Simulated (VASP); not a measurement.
Runs of VASP 6.6.1 on Sn. The structure is that of space group Im-3m (No. 229), or close to it. The cells are those of the table. This isn't the form of Sn at room conditions, which is tetragonal (white tin).

| task | cell | cutoff (eV) | gap on the mesh (eV) | pressure (GPa) |
| --- | --- | --- | --- | --- |
| relaxation of cell and atoms | relaxed from a = 3.313 Å, angles 109.5°, 1 atom | 600 | none | 0.0 |
| relaxation of cell and atoms | relaxed to 180 GPa from a = 2.614 Å, angles 109.5°, 1 atom | 600 | none | 180.0 |
| relaxation of cell and atoms | relaxed to 180 GPa from a = 2.610 Å, angles 109.5°, 1 atom | 600 | none | 179.9 |
| single point | a = 2.614 Å, angles 109.5°, 1 atom | 520 | none | (a) |
| single point | a = 2.610 Å, angles 109.5°, 1 atom | 520 | none | 183.4 |
| single point | a = 3.302 Å, angles 109.5°, 1 atom | 520 | none | -0.1 |

Alike in all rows: level PBE; potentials or basis VASP PAW PBE potentials, release 64 (Sn_d); no spin polarisation; k mesh 18 × 18 × 18; smearing fermi-dirac 0.08 eV.

Estimate the missing entries.

(a) 180.2.

Caveats: spin-orbit coupling is left out, which moves the levels of the heavy elements; the cell is relaxed towards a set pressure, so the run minimises the enthalpy, not the energy (at least some runs); the cell stands under pressure (at least some runs).

A k mesh can miss the band edges, and the runs leave out spin-orbit coupling on Sn.

A gap of «none» marks levels without a gap at the run's occupations.
